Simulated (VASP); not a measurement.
# Sr4LiCl8 (a cell with a defect) in VASP: further runs

Sr4LiCl8 (a cell with a defect) is run at these levels: PBE; tasks: single point.

All numbers are computed with VASP 6.6.1; they aren't measurements. Logs are shortened: lines on timing, memory, paths and dates and some standing lists are left out, and cuts for length are marked.

## Step 1: The cell of the first run

The cell holds a defect, 13 atoms: a = 6.965 Å, b = 6.965 Å, c = 6.965 Å, α = 90.00°, β = 90.00°, γ = 90.00°.

## Step 2: Single point, PBE

Contents of INCAR:

```
SYSTEM = Sr4LiCl8
PREC = Accurate
ENCUT = 520
EDIFF = 1E-6
ISMEAR = -1
SIGMA = 0.02
LREAL = .False.
LASPH = .True.
NELM = 100
ALGO = Normal
ISIF = 2
LWAVE = .False.
LCHARG = .False.
GGA = PE
NELECT = 98.0
NBANDS = 62
```

Contents of KPOINTS:

```
Automatic mesh
0
Gamma
  2 2 2
  0 0 0
```

Contents of POSCAR:

```
Sr4LiCl8
1.0
    6.9650000000      0.0000000000      0.0000000000
    0.0000000000      6.9650000000      0.0000000000
    0.0000000000      0.0000000000      6.9650000000
Sr Cl Li
4 8 1
Direct
    0.0024176597     -0.0107270639     -0.0104933238
    0.4917256281      0.4996625987     -0.0104826992
    0.4921890883     -0.0110964824      0.5192505384
   -0.0044598708      0.4920598708      0.4952104810
    0.2750119167      0.2151336683      0.2239832017
    0.7516377602      0.7328255564      0.7364924623
    0.7180920316      0.7723170136      0.2233332376
    0.2362926059      0.2482310122      0.7370379038
    0.7280271357      0.2247876525      0.7688868629
    0.2364463747      0.7334406317      0.2487702800
    0.2516109117      0.7485033740      0.7543229002
    0.7515863604      0.2487727207      0.2498671931
    0.5240106246      1.0215026561      0.0697356784
```

Potentials or basis: VASP PAW PBE potentials, release 64 (Sr_sv, Cl, Li_sv).

The run is started by

```
> cat potpaw_PBE.64/Sr_sv/POTCAR potpaw_PBE.64/Cl/POTCAR potpaw_PBE.64/Li_sv/POTCAR > POTCAR
> mpirun -np 1 vasp_std > vasp.out
```

OUTCAR:

```text
SYSTEM = Sr4LiCl8
   PREC = Accurate
   ENCUT = 520
   EDIFF = 1E-6
   ISMEAR = -1
   LREAL = .False.
   LASPH = .True.
   NELM = 100
   ISIF = 2
   GGA = PE
   NELECT = 98.0

 ion  position               nearest neighbor table
   1  0.002  0.989  0.990-  11 2.92   9 2.95   5 2.96   7 2.98   8 3.00  10 3.02   6 3.06  12 3.10
                            13 3.39  13 3.68   3 4.73   2 4.82   3 4.83   4 4.88   4 4.91   2 4.92
   2  0.492  0.500  0.990-  11 2.91   9 2.96   7 2.96   5 2.98   6 3.00  10 3.01   8 3.05  12 3.10
                            13 3.38  13 3.68   3 4.73   1 4.82   3 4.84   4 4.88   4 4.92   1 4.92
   3  0.492  0.989  0.519-  11 2.88   9 2.90   6 2.96   8 2.96   7 3.00   5 3.00  10 3.14  13 3.15
                            12 3.17  13 3.85   2 4.73   1 4.73   1 4.83   2 4.84   4 4.90   4 4.93
   4  0.996  0.492  0.495-   6 2.92   8 2.92  10 2.93  12 2.95  11 3.10   9 3.25   5 3.33   7 3.34
                             2 4.88   1 4.88   3 4.90   1 4.91   2 4.92   3 4.93   3 4.93   2 4.93
   5  0.275  0.215  0.224-  13 2.45   1 2.96   2 2.98   3 3.00   4 3.33
   6  0.752  0.733  0.736-   4 2.92   3 2.96   2 3.00   1 3.06
   7  0.718  0.772  0.223-  13 2.45   2 2.96   1 2.98   3 3.00   4 3.34
   8  0.236  0.248  0.737-   4 2.92   3 2.96   1 3.00   2 3.05
   9  0.728  0.225  0.769-   3 2.90   1 2.95   2 2.96   4 3.25
  10  0.236  0.733  0.249-   4 2.93   2 3.01   1 3.02   3 3.14
  11  0.252  0.749  0.754-   3 2.88   2 2.91   1 2.92   4 3.10
  12  0.752  0.249  0.250-  13 2.57   4 2.95   1 3.10   2 3.10   3 3.17
  13  0.524  0.022  0.070-   5 2.45   7 2.45  12 2.57   3 3.15   2 3.38   1 3.39   1 3.68   2 3.68
                             3 3.85

  LATTYP: Found a simple cubic cell.
 ALAT       =     6.9650000000

  Lattice vectors:

 A1 = (   6.9650000000,   0.0000000000,   0.0000000000)
 A2 = (   0.0000000000,   6.9650000000,   0.0000000000)
 A3 = (   0.0000000000,   0.0000000000,   6.9650000000)

Analysis of symmetry for initial positions (statically):
=====================================================================
 Subroutine PRICEL returns:
 Original cell was already a primitive cell.

 Routine SETGRP: Setting up the symmetry group for a
 simple cubic supercell.

 Subroutine GETGRP returns: Found  1 space group operations
 (whereof  1 operations were pure point group operations)
 out of a pool of 48 trial point group operations.

The static configuration has the point symmetry C_1 .

Analysis of symmetry for dynamics (positions and initial velocities):
[... 131 lines left out ...]
   ISMEAR =    -1;   SIGMA  =   0.02  broadening in eV -4-tet -1-fermi 0-gaus
   EFERMI_NEDOS =   21; number of points for ismear=-14 and -15
   IALGO  =     38    algorithm
   IMIX   =      4    mixing-type and parameters
     AMIX     =   0.40;   BMIX     =  1.00
     AMIX_MAG =   1.60;   BMIX_MAG =  1.00
  volume/ion in A,a.u.               =      25.99       175.39
  Fermi-wavevector in a.u.,A,eV,Ry     =   1.083667  2.047833 15.977778  1.174334
  Thomas-Fermi vector in A             =   2.219738
   LORBIT       =      0    0 simple, 1 ext, 2 COOP (PROOUT), +10 PAW based schemes
   GGA     = PE    functional components
   LHFCALC =     F    Hartree Fock is set to
   AEXX    =    0.0000 exact exchange contribution
   IVDW    =     0    specifies the selected vdW correction
   LEPSILON=     F    determine dielectric tensor
   LRPA    =     F    only Hartree local field effects (RPA)
 non-spin polarized calculation
  energy-cutoff  :      520.00
  volume of cell :      337.88
 maximum number of plane-waves:      9124
 NGX is ok and might be reduce to    54
   NGX = 25   NGY = 25   NGZ = 25

 number of electron      98.0000001 magnetization

 Free energy of the ion-electron system (eV)
  ---------------------------------------------------
  ext. energy  EPLUGINS =         0.00000000
  ---------------------------------------------------
  free energy    TOTEN  =       -56.64745826 eV

  energy without entropy =      -56.64745826  energy(sigma->0) =      -56.64745826

 E-fermi :   0.8351     XC(G=0):  -8.3791

 val. band max:        0.3413977362   @ k =   0.0000   0.0000   0.0000
 cond. band min:       5.3783238270   @ k =   0.0000   0.0000   0.0000
 fundamental gap:      5.0369260908
 Fermi energy:         0.8350870478

 k-point     1 :       0.0000    0.0000    0.0000
  band No.  band energies     occupation
      1     -44.3343      2.00000
      2     -32.5172      2.00000
      3     -32.2091      2.00000
      4     -32.1913      2.00000
      5     -32.1888      2.00000
      6     -14.7391      2.00000
[... 501 lines left out ...]
     60       7.8841      0.00000
     61       7.9248      0.00000
 [bands above 61 left out]

------------------------ aborting loop because EDIFF is reached ----------------------------------------

  FORCE on cell =-STRESS in cart. coord.  units (eV):
  Direction    XX          YY          ZZ          XY          YZ          ZX
  --------------------------------------------------------------------------------------
  -------------------------------------------------------------------------------------
  Total       -2.0382929     -2.0336237     -1.4692332     -0.0991421      0.0210066      0.0338592
  in kB       -9.6652660     -9.6431256     -6.9668740     -0.4701162      0.0996099      0.1605549
  external PRESSURE =      -8.7584218 kB  Pullay stress =       0.0000000 kB

 VOLUME and BASIS-vectors are now :
 -----------------------------------------------------------------------------
  energy-cutoff  :      520.00
  volume of cell :      337.88
      direct lattice vectors                 reciprocal lattice vectors
     6.965000000  0.000000000  0.000000000     0.143575018  0.000000000  0.000000000
     0.000000000  6.965000000  0.000000000     0.000000000  0.143575018  0.000000000
     0.000000000  0.000000000  6.965000000     0.000000000  0.000000000  0.143575018

 POSITION                                       TOTAL-FORCE (eV/Angst)
 -----------------------------------------------------------------------------------
      0.01684      6.89029      6.89191         0.016023     -0.012573      0.008749
      3.42487      3.48015      6.89199         0.005049      0.011526      0.008209
      3.42810      6.88771      3.61658        -0.005731     -0.009540     -0.033302
      6.93394      3.42720      3.44914        -0.003395     -0.002193      0.012578
      1.91546      1.49841      1.56004         0.047578     -0.041701     -0.029371
      5.23516      5.10413      5.12967         0.006390     -0.032304     -0.016769
      5.00151      5.37919      1.55552        -0.045801      0.047243     -0.027478
      1.64578      1.72893      5.13347        -0.033619      0.010988     -0.020087
      5.07071      1.56565      5.35530        -0.058067     -0.051061      0.074355
      1.64685      5.10841      1.73269        -0.043056     -0.039891      0.026011
      1.75247      5.21333      5.25386         0.000544      0.005946      0.018400
      5.23480      1.73270      1.74032         0.030089      0.033079      0.039579
      3.64973      0.14977      0.48571         0.083996      0.080481     -0.060873
 -----------------------------------------------------------------------------------
    total drift:                                0.000023     -0.000470      0.000106

  FREE ENERGIE OF THE ION-ELECTRON SYSTEM (eV)
  ---------------------------------------------------
  free  energy   TOTEN  =       -56.6474582647 eV

  energy  without entropy=      -56.6474582647  energy(sigma->0) =      -56.64745826
```

OSZICAR:

```text
N       E                     dE             d eps       ncg     rms          rms(c)
DAV:   1     0.737129318591E+03    0.73713E+03   -0.45593E+04   992   0.144E+03
DAV:   2     0.122393182502E+02   -0.72489E+03   -0.70278E+03  1312   0.315E+02
DAV:   3    -0.538248013655E+02   -0.66064E+02   -0.65829E+02  1240   0.885E+01
DAV:   4    -0.570530027759E+02   -0.32282E+01   -0.32158E+01  1672   0.193E+01
DAV:   5    -0.572890835537E+02   -0.23608E+00   -0.23603E+00  1520   0.342E+00    0.270E+01
DAV:   6    -0.566091094313E+02    0.67997E+00   -0.21137E+00  1218   0.519E+00    0.170E+01
DAV:   7    -0.566625818695E+02   -0.53472E-01   -0.26357E+00  1272   0.546E+00    0.290E+00
DAV:   8    -0.566402633038E+02    0.22319E-01   -0.61467E-01  1154   0.239E+00    0.119E+00
DAV:   9    -0.566420163407E+02   -0.17530E-02   -0.45357E-02  1296   0.660E-01    0.483E-01
DAV:  10    -0.566463695001E+02   -0.43532E-02   -0.10741E-02  1266   0.341E-01    0.810E-02
DAV:  11    -0.566471818499E+02   -0.81235E-03   -0.86235E-04  1368   0.103E-01    0.753E-02
DAV:  12    -0.566474080097E+02   -0.22616E-03   -0.16714E-04  1186   0.438E-02    0.259E-02
DAV:  13    -0.566474528112E+02   -0.44802E-04   -0.38826E-05  1216   0.222E-02    0.114E-02
DAV:  14    -0.566474561448E+02   -0.33336E-05   -0.47545E-06  1136   0.673E-03    0.479E-03
DAV:  15    -0.566474578698E+02   -0.17250E-05   -0.11415E-06   864   0.403E-03    0.250E-03
DAV:  16    -0.566474582647E+02   -0.39488E-06   -0.31321E-07   800   0.215E-03
   1 F= -.56647458E+02 E0= -.56647458E+02  d E =-.498544E-11
```

It took 2.7 min on 1 thread of Intel Xeon Platinum 8488C (Sapphire Rapids), shared host; peak memory 0.46 GiB.

What came out:

* Free energy: -56.6475 eV
* Largest force: 0.131 eV/Å

Forces on the atoms (eV/Å):
```
Sr   0.016 -0.013  0.009
Sr   0.005  0.012  0.008
Sr  -0.006 -0.010 -0.033
Sr  -0.003 -0.002  0.013
Cl   0.048 -0.042 -0.029
Cl   0.006 -0.032 -0.017
Cl  -0.046  0.047 -0.027
Cl  -0.034  0.011 -0.020
Cl  -0.058 -0.051  0.074
Cl  -0.043 -0.040  0.026
Cl   0.001  0.006  0.018
Cl   0.030  0.033  0.040
Li   0.084  0.080 -0.061
```

Caveat: the k points lie up to 0.45 Å⁻¹ apart; the cell carries a net charge on a neutralising background, which shifts energy and pressure; the cell is charged against a uniform background, so pressure and absolute levels hang on convention; the cutoff is under 1.25 times the usual one of these potentials, so pressure, stress and relaxed cells hold a basis-set (Pulay) error.

## Step 3: Single point, PBE

Contents of INCAR:

```
SYSTEM = Sr4LiCl8
ALGO = Normal
EDIFF = 1E-6
ENCUT = 520
GGA = PE
ISIF = 2
ISMEAR = -1
LASPH = .True.
LCHARG = .False.
LREAL = .False.
LWAVE = .False.
NBANDS = 62
NELECT = 98.0
NELM = 60
PREC = Accurate
SIGMA = 0.02
```

Contents of KPOINTS:

```
k-points
0
Gamma
  2 2 2
  0 0 0
```

Contents of POSCAR:

```
Sr4LiCl8
1.0
    6.9650000000      0.0000000000      0.0000000000
    0.0000000000      6.9650000000      0.0000000000
    0.0000000000      0.0000000000      6.9650000000
Sr Cl Li
4 8 1
Direct
   -0.0122103374     -0.0077470208     -0.0103709978
    0.4977036612      0.5028733668     -0.0103540560
    0.4978638909     -0.0078460876      0.5176479541
   -0.0058294329      0.4952208184      0.4955243360
    0.2382521177      0.2525987078      0.2507173008
    0.7381507538      0.7520124910      0.7544587222
    0.7537145729      0.7370188083      0.2486080402
    0.2630083274      0.2270904523      0.7697778894
    0.7539292175      0.2510755205      0.7368730797
    0.2721338119      0.7757856425      0.2225065327
    0.2386139268      0.7356666188      0.7358542714
    0.7152659009      0.2187959799      0.2233692749
    0.4669431443      1.0243072505      0.0668314429
```

Potentials or basis: VASP PAW PBE potentials, release 64 (Sr_sv, Cl, Li_sv).

The run is started by

```
> cat potpaw_PBE.64/Sr_sv/POTCAR potpaw_PBE.64/Cl/POTCAR potpaw_PBE.64/Li_sv/POTCAR > POTCAR
> mpirun -np 1 vasp_std > vasp.out
```

OUTCAR:

```text
SYSTEM = Sr4LiCl8
   EDIFF = 1E-6
   ENCUT = 520
   GGA = PE
   ISIF = 2
   ISMEAR = -1
   LASPH = .True.
   LREAL = .False.
   NELECT = 98.0
   NELM = 60
   PREC = Accurate

 ion  position               nearest neighbor table
   1  0.988  0.992  0.990-   6 2.92   8 2.95  12 2.96  10 2.97   9 3.00   7 3.01  11 3.06   5 3.10
                            13 3.39  13 3.67   3 4.74   2 4.82   3 4.84   4 4.88   4 4.91   2 4.92
   2  0.498  0.503  0.990-   6 2.92   8 2.95  10 2.95  12 2.98  11 3.00   7 3.02   9 3.06   5 3.10
                            13 3.38  13 3.68   3 4.74   1 4.82   3 4.84   4 4.88   4 4.91   1 4.92
   3  0.498  0.992  0.518-   6 2.88   8 2.90  11 2.96   9 2.96  10 2.99  12 3.00   7 3.14  13 3.16
[... 736 lines left out ...]
      direct lattice vectors                 reciprocal lattice vectors
     6.965000000  0.000000000  0.000000000     0.143575018  0.000000000  0.000000000
     0.000000000  6.965000000  0.000000000     0.000000000  0.143575018  0.000000000
     0.000000000  0.000000000  6.965000000     0.000000000  0.000000000  0.143575018

 POSITION                                       TOTAL-FORCE (eV/Angst)
 -----------------------------------------------------------------------------------
      6.87996      6.91104      6.89277        -0.015595     -0.005599      0.003335
      3.46651      3.50251      6.89288         0.012073      0.010672      0.003214
      3.46762      6.91035      3.60542         0.011017     -0.007387     -0.014148
      6.92440      3.44921      3.45133        -0.002843     -0.000324      0.008837
      1.65943      1.75935      1.74625        -0.025093      0.024341      0.034243
      5.14122      5.23777      5.25481        -0.008184      0.005416      0.017500
      5.24962      5.13334      1.73155         0.043260     -0.046161      0.030883
      1.83185      1.58169      5.36150         0.057013     -0.058596      0.075026
      5.25112      1.74874      5.13232         0.033669      0.014269     -0.023624
      1.89541      5.40335      1.54976         0.045588      0.054243     -0.026934
      1.66195      5.12392      5.12523        -0.009762     -0.030088     -0.020265
      4.98183      1.52391      1.55577        -0.055203     -0.046339     -0.029355
      3.25226      0.16930      0.46548        -0.085939      0.085552     -0.058713
 -----------------------------------------------------------------------------------
    total drift:                               -0.000198      0.000152     -0.000117

  FREE ENERGIE OF THE ION-ELECTRON SYSTEM (eV)
  ---------------------------------------------------
  free  energy   TOTEN  =       -56.6500789644 eV

  energy  without entropy=      -56.6500789644  energy(sigma->0) =      -56.65007896
```

OSZICAR:

```text
N       E                     dE             d eps       ncg     rms          rms(c)
DAV:   1     0.736407294470E+03    0.73641E+03   -0.45573E+04   992   0.144E+03
DAV:   2     0.126473950949E+02   -0.72376E+03   -0.70206E+03  1334   0.315E+02
DAV:   3    -0.537369651855E+02   -0.66384E+02   -0.66138E+02  1224   0.886E+01
DAV:   4    -0.570287139738E+02   -0.32917E+01   -0.32779E+01  1656   0.194E+01
DAV:   5    -0.572893387775E+02   -0.26062E+00   -0.26057E+00  1562   0.355E+00    0.271E+01
DAV:   6    -0.566121770072E+02    0.67716E+00   -0.20914E+00  1240   0.513E+00    0.170E+01
DAV:   7    -0.566650635776E+02   -0.52887E-01   -0.26260E+00  1256   0.546E+00    0.289E+00
DAV:   8    -0.566429319167E+02    0.22132E-01   -0.61641E-01  1152   0.238E+00    0.118E+00
DAV:   9    -0.566447042281E+02   -0.17723E-02   -0.46470E-02  1272   0.661E-01    0.486E-01
DAV:  10    -0.566490067696E+02   -0.43025E-02   -0.10934E-02  1256   0.345E-01    0.806E-02
DAV:  11    -0.566497947941E+02   -0.78802E-03   -0.89336E-04  1400   0.102E-01    0.780E-02
DAV:  12    -0.566500165098E+02   -0.22172E-03   -0.14097E-04  1208   0.405E-02    0.247E-02
DAV:  13    -0.566500734752E+02   -0.56965E-04   -0.49980E-05  1192   0.250E-02    0.108E-02
DAV:  14    -0.566500769541E+02   -0.34789E-05   -0.48974E-06  1104   0.668E-03    0.482E-03
DAV:  15    -0.566500785735E+02   -0.16195E-05   -0.10879E-06   880   0.398E-03    0.249E-03
DAV:  16    -0.566500789644E+02   -0.39085E-06   -0.30761E-07   784   0.209E-03
   1 F= -.56650079E+02 E0= -.56650079E+02  d E =-.260550E-11
```

stdout:

```text
POSCAR found type information on POSCAR SrClLi
 POSCAR found :  3 types and      13 ions
 scaLAPACK will be used
 LDA part: xc-table for (Slater+PW92), standard interpolation
 POSCAR, INCAR and KPOINTS ok, starting setup
 FFT: planning ... GRIDC
 FFT: planning ... GRID_SOFT
 FFT: planning ... GRID
 WAVECAR not read
 entering main loop
 the old and the new charge density differ
 old charge density:    99.00000 new   98.00000
    0.271E+01
```

Wall time 2.8 min (1 thread of Intel Xeon Platinum 8488C (Sapphire Rapids), shared host); peak memory 0.46 GiB.

What came out:

```yaml
Free_energy: -56.6501 eV
Largest_force: 0.135 eV/Å
```

Forces in eV/Å, atoms in the order of the input:
```
Sr  -0.016 -0.006  0.003
Sr   0.012  0.011  0.003
Sr   0.011 -0.007 -0.014
Sr  -0.003  0.000  0.009
Cl  -0.025  0.024  0.034
Cl  -0.008  0.005  0.018
Cl   0.043 -0.046  0.031
Cl   0.057 -0.059  0.075
Cl   0.034  0.014 -0.024
Cl   0.046  0.054 -0.027
Cl  -0.010 -0.030 -0.020
Cl  -0.055 -0.046 -0.029
Li  -0.086  0.086 -0.059
```

Caveat: the k points lie up to 0.45 Å⁻¹ apart; the cell carries a net charge on a neutralising background, which shifts energy and pressure; the cell is charged against a uniform background, so pressure and absolute levels hang on convention; the cutoff is under 1.25 times the usual one of these potentials, so pressure, stress and relaxed cells hold a basis-set (Pulay) error.
